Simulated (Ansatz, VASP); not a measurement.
Two plane-wave programs on Ge

```
Ge
1.0
     0.00000    2.88574    5.11566
     2.63050    0.00000    5.11566
     2.63050    2.88574    0.00000
Ge
4
Direct
  0.78187 0.78187 0.21813
  0.21813 0.21813 0.78187
  0.27351 0.72649 0.27351
  0.72649 0.27351 0.72649
```

Alike in both runs: task single point; functional PBEsol; k mesh 6 × 6 × 6; no spin polarisation.

|  | VASP | Ansatz |
| --- | --- | --- |
| version | VASP 6.6.1 | Ansatz 0.2.0 |
| potentials or method | VASP PAW PBE potentials, release 64 (Ge_d) | plane waves, PAW |
| plane-wave cutoff (eV) | 520 | 420 |
| occupations | methfessel-paxton of order 1, width 0.1 eV | cold, width 0.1 eV |
| valence electrons in the cell | 56 | 56 |

```csv
,VASP,Ansatz,Ansatz less VASP
pressure (GPa),-3.5,-3.3,+0.19
"traceless stress, the component that is largest in VASP (GPa)",2.30,2.21,-0.087
```

VASP's potentials were made for PBE, not for PBEsol.
